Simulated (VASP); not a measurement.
# SnGeTe3 (P6/mmm) in VASP: a series of runs, part 2 of 2

VASP 6.6.1. The steps go on from the part before.

### Step 3. Single point, PBE

This run uses another cell than the first one, of 33.35 Å³/atom.

INCAR reads:

```
ALGO = Normal
EDIFF = 1E-6
ENCUT = 520
GGA = PE
ISIF = 2
ISMEAR = 0
LASPH = True
LCHARG = False
LREAL = False
LWAVE = False
NBANDS = 31
NELM = 100
PREC = Accurate
SIGMA = 0.1
```

KPOINTS reads:

```
k-points
0
Gamma
  6 6 2
```

POSCAR reads:

```
SnGeTe3
1.0
    5.0480646600      0.0000000000      0.0000000000
   -2.5240323300      4.3717522300      0.0000000000
    0.0000000000      0.0000000000      7.5564893600
Sn Ge Te
1 1 3
Direct
    0.0000000000      0.0000000000      0.0000000000
    0.0000000000      0.0000000000      0.5000000000
    0.5000000000      0.0000000000      0.0000000000
    0.0000000000      0.5000000000      0.0000000000
    0.5000000000      0.5000000000      0.0000000000
```

Potentials or basis: VASP PAW PBE potentials, release 64 (Sn_d, Ge_d, Te).

Run with:

```sh
$ cat potpaw_PBE.64/Sn_d/POTCAR potpaw_PBE.64/Ge_d/POTCAR potpaw_PBE.64/Te/POTCAR > POTCAR
$ mpirun -np 1 vasp_std > vasp.out
```

OUTCAR:

```text
EDIFF = 1E-6
   ENCUT = 520
   GGA = PE
   ISIF = 2
   ISMEAR = 0
   LASPH = True
   LREAL = False
   NELM = 100
   PREC = Accurate

 ion  position               nearest neighbor table
   1  0.000  0.000  0.000-   4 2.52   5 2.52   4 2.52   5 2.52   3 2.52   3 2.52
   2  0.000  0.000  0.500-
   3  0.500  0.000  0.000-   4 2.52   5 2.52   5 2.52   4 2.52   1 2.52   1 2.52
   4  0.000  0.500  0.000-   1 2.52   3 2.52   1 2.52   3 2.52   5 2.52   5 2.52
   5  0.500  0.500  0.000-   1 2.52   3 2.52   3 2.52   1 2.52   4 2.52   4 2.52

  LATTYP: Found a hexagonal cell.
 ALAT       =     5.0480646600
 C/A-ratio  =     1.4969081953

  Lattice vectors:

 A1 = (   5.0480646600,   0.0000000000,   0.0000000000)
 A2 = (  -2.5240323300,   4.3717522300,   0.0000000000)
 A3 = (   0.0000000000,   0.0000000000,   7.5564893600)

Analysis of symmetry for initial positions (statically):
=====================================================================
 Subroutine PRICEL returns:
 Original cell was already a primitive cell.

 Routine SETGRP: Setting up the symmetry group for a
 hexagonal supercell.

 Subroutine GETGRP returns: Found 24 space group operations
 (whereof 24 operations were pure point group operations)
 out of a pool of 24 trial point group operations.

The static configuration has the point symmetry D_6h.

Analysis of symmetry for dynamics (positions and initial velocities):
=====================================================================
 Subroutine PRICEL returns:
 Original cell was already a primitive cell.

 Routine SETGRP: Setting up the symmetry group for a
 hexagonal supercell.

 Subroutine GETGRP returns: Found 24 space group operations
 (whereof 24 operations were pure point group operations)
 out of a pool of 24 trial point group operations.

[... 111 lines left out ...]
   EFERMI_NEDOS =   21; number of points for ismear=-14 and -15
   IALGO  =     38    algorithm
   IMIX   =      4    mixing-type and parameters
     AMIX     =   0.40;   BMIX     =  1.00
     AMIX_MAG =   1.60;   BMIX_MAG =  1.00
  volume/ion in A,a.u.               =      33.35       225.07
  Fermi-wavevector in a.u.,A,eV,Ry     =   1.065681  2.013845 15.451813  1.135676
  Thomas-Fermi vector in A             =   2.201241
   LORBIT       =      0    0 simple, 1 ext, 2 COOP (PROOUT), +10 PAW based schemes
   GGA     = PE    functional components
   LHFCALC =     F    Hartree Fock is set to
   AEXX    =    0.0000 exact exchange contribution
   IVDW    =     0    specifies the selected vdW correction
   LEPSILON=     F    determine dielectric tensor
   LRPA    =     F    only Hartree local field effects (RPA)
 non-spin polarized calculation
 Gauss-broadening in eV      SIGMA  =   0.10
  energy-cutoff  :      520.00
  volume of cell :      166.76
 maximum number of plane-waves:      4520
 NGX is ok and might be reduce to    40
   NGX = 19   NGY = 19   NGZ = 29

 number of electron      46.0000008 magnetization

 Free energy of the ion-electron system (eV)
  ---------------------------------------------------
  ext. energy  EPLUGINS =         0.00000000
  ---------------------------------------------------
  free energy    TOTEN  =         1.15748673 eV

  energy without entropy =        1.18660921  energy(sigma->0) =        1.17204797

 E-fermi :   5.5606     XC(G=0):  -8.3852

 val. band max:        5.5490640294   @ k =   0.3333   0.1667   0.0000
 cond. band min:       5.6130234594   @ k =   0.3333  -0.0000   0.0000
 fundamental gap:      0.0639594300
 Fermi energy:         5.5605561908

 k-point     1 :       0.0000    0.0000    0.0000
  band No.  band energies     occupation
      1     -19.5896      2.00000
      2     -19.5896      2.00000
      3     -19.5029      2.00000
      4     -19.5029      2.00000
      5     -19.4731      2.00000
      6     -17.5007      2.00000
[... 465 lines left out ...]
     30       8.8004      0.00000
     31       9.5227      0.00000

------------------------ aborting loop because EDIFF is reached ----------------------------------------

  FORCE on cell =-STRESS in cart. coord.  units (eV):
  Direction    XX          YY          ZZ          XY          YZ          ZX
  --------------------------------------------------------------------------------------
  -------------------------------------------------------------------------------------
  Total       79.8801210     79.8801208     -4.2149255     -0.0000000     -0.0000000      0.0000000
  in kB      767.4476704    767.4476684    -40.4948659     -0.0000000     -0.0000000      0.0000000
  external PRESSURE =     498.1334910 kB  Pullay stress =       0.0000000 kB

 VOLUME and BASIS-vectors are now :
 -----------------------------------------------------------------------------
  energy-cutoff  :      520.00
  volume of cell :      166.76
      direct lattice vectors                 reciprocal lattice vectors
     5.048064660  0.000000000  0.000000000     0.198095719  0.114370617  0.000000000
    -2.524032330  4.371752230  0.000000000     0.000000000  0.228741234  0.000000000
     0.000000000  0.000000000  7.556489360     0.000000000  0.000000000  0.132336585

 POSITION                                       TOTAL-FORCE (eV/Angst)
 -----------------------------------------------------------------------------------
      0.00000      0.00000      0.00000         0.000000      0.000000      0.000000
      0.00000      0.00000      3.77824        -0.000000      0.000000      0.000000
      2.52403      0.00000      0.00000         0.000000      0.000000      0.000000
     -1.26202      2.18588      0.00000        -0.000000      0.000000      0.000000
      1.26202      2.18588      0.00000         0.000000      0.000000      0.000000
 -----------------------------------------------------------------------------------
    total drift:                                0.000000     -0.000000     -0.000000

  FREE ENERGIE OF THE ION-ELECTRON SYSTEM (eV)
  ---------------------------------------------------
  free  energy   TOTEN  =         1.1574867277 eV

  energy  without entropy=        1.1866092088  energy(sigma->0) =        1.17204797
```

It took 87 s on 1 thread of AMD EPYC 7R43 (Zen 3), shared host; peak memory 0.28 GiB.

Results:

```
Free energy            : 1.1575 eV
Pressure               : 49.8 GPa
Band gap on the k mesh : zero (bands 23 and 24 overlap by 1.61 eV)
```

Levels at points of the mesh, in eV from the Fermi level:
```tsv
k point	band 21	band 22	band 23	band 24	band 25	band 26
(0.00, 0.00, 0.00)	-1.07	-0.34	1.01	1.01	2.14	2.40
(0.50, 0.00, 0.00)	-2.86	-1.48	-0.91	-0.60	0.67	1.45
(0.00, 0.00, 0.50)	-1.08	-0.47	0.89	0.89	1.22	3.06
(0.50, 0.00, 0.50)	-2.85	-1.57	-0.24	-0.17	-0.10	0.92
```

Caveat: the k points lie up to 0.42 Å⁻¹ apart, too coarse for converged energies and pressures of a metal; spin-orbit coupling is left out, which moves the levels of the heavy elements.

### Step 4. Single point, PBE

This run uses another cell than the first one, of 38.70 Å³/atom.

INCAR reads:

```
SYSTEM = SnGeTe3
ALGO = Normal ; EDIFF = 1E-7
ENCUT = 520 ; GGA = PE
ISIF = 2 ; ISMEAR = 0
LASPH = .True. ; LCHARG = .False.
LREAL = .False. ; LWAVE = .False.
NBANDS = 31 ; NELM = 80
PREC = Accurate ; SIGMA = 0.1
```

KPOINTS reads:

```
k-points
0
Gamma
  6 6 2
  0 0 0
```

POSCAR, as its differences from that of step 3:

```diff
@@ -2,5 +2,5 @@
 1.0
-    5.0480646600      0.0000000000      0.0000000000
-   -2.5240323300      4.3717522300      0.0000000000
-    0.0000000000      0.0000000000      7.5564893600
+    6.4685252786      0.0000000000      0.0000000000
+   -3.2342626393      5.6019072163      0.0000000000
+    0.0000000000      0.0000000000      5.3405489384
 Sn Ge Te
```

Run with:

```sh
$ cat potpaw_PBE.64/Sn_d/POTCAR potpaw_PBE.64/Ge_d/POTCAR potpaw_PBE.64/Te/POTCAR > POTCAR
$ mpirun -np 1 vasp_std > vasp.out
```

Run time: 76 s. Hardware: 1 thread of AMD EPYC 7R43 (Zen 3), shared host; peak memory 0.3 GiB.

The run converged. Its results:

* Free energy: -15.4667 eV
* Pressure: -0.1 GPa
* Band gap on the k mesh: zero (bands 23 and 24 overlap by 0.75 eV)

Stress tensor (GPa, compression positive):
```
-0.21  0.00  0.00
 0.00 -0.21  0.00
 0.00  0.00  0.04
```

Levels at points of the mesh, in eV from the Fermi level:
```tsv
k point	band 21	band 22	band 23	band 24	band 25	band 26
(0.00, 0.00, 0.00)	-0.17	-0.17	0.32	0.32	1.33	2.46
(0.50, 0.00, 0.00)	-1.43	-0.94	-0.84	-0.42	-0.28	0.48
(0.00, 0.00, 0.50)	-0.59	-0.37	-0.37	1.36	2.18	2.18
(0.50, 0.00, 0.50)	-1.32	-1.31	-0.85	0.47	0.75	0.86
```

Caveat: the k points lie up to 0.59 Å⁻¹ apart, too coarse for converged energies and pressures of a metal; spin-orbit coupling is left out, which moves the levels of the heavy elements.

### Step 5. Summary

| cell | k mesh | gap on the mesh (eV) | pressure (GPa) |
| --- | --- | --- | --- |
| a = 6.485, b = 6.485, c = 5.526 Å, angles 90.0, 90.0, 120.0°, 5 atoms | 3 × 3 × 4 | none | -0.1 |
| a = 5.048, b = 5.048, c = 7.556 Å, angles 90.0, 90.0, 120.0°, 5 atoms | 6 × 6 × 2 | none | 49.8 |
| a = 6.469, b = 6.469, c = 5.341 Å, angles 90.0, 90.0, 120.0°, 5 atoms | 6 × 6 × 2 | none | -0.1 |

Alike in all rows: task single point; level PBE; potentials or basis VASP PAW PBE potentials, release 64 (Sn_d, Ge_d, Te); no spin polarisation; cutoff (eV) 520; smearing gaussian 0.1 eV.

Caveats: all runs use coarse meshes; spin-orbit coupling is left out, which moves the levels of the heavy elements.

Absolute energies hang on the potentials; compare differences alone.

The gap in the log of VASP goes by the Fermi energy; the results here count the filled bands.